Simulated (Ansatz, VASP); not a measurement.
## CsI in VASP and in Ansatz

```xyz
2
Lattice="4.5667 0.0000 0.0000 0.0000 4.5667 0.0000 0.0000 0.0000 4.5667" Properties=species:S:1:pos:R:3 pbc="T T T"
Cs    0.0000    0.0000    0.0000
I     2.2833    2.2833    2.2833
```

Alike in both runs: task relaxation of cell and atoms; functional LDA; k mesh 6 × 6 × 6; no spin polarisation.

|  | VASP | Ansatz |
| --- | --- | --- |
| version | VASP 6.6.1 | Ansatz 0.2.0 |
| potentials or method | VASP PAW LDA potentials, release 64 (Cs_sv, I) | PAW with Ansatz's default frozen-core files, scalar-relativistic |
| plane-wave cutoff (eV) | 500 | 420 |
| occupations | gaussian, width 0.01 eV | fixed |
| valence electrons in the cell | 16 | 26 |

```csv
,VASP,Ansatz,Ansatz less VASP
"gap on the k mesh at the Fermi level, each at its own relaxed structure (eV)",3.78,3.80,+0.026
relaxed volume (Å³/atom),42.83,42.64,-0.188
relaxed length of the cell vector where the two differ most in proportion (Å),4.408,4.402,-0.0064
```

LDA's correlation is that of Perdew and Zunger in VASP and of Perdew and Wang (1992) in Ansatz. VASP's potentials hold 16 valence electrons a cell and Ansatz's 26, so a difference there can come from the potentials and not from the codes.

Neither program's run includes spin-orbit coupling.
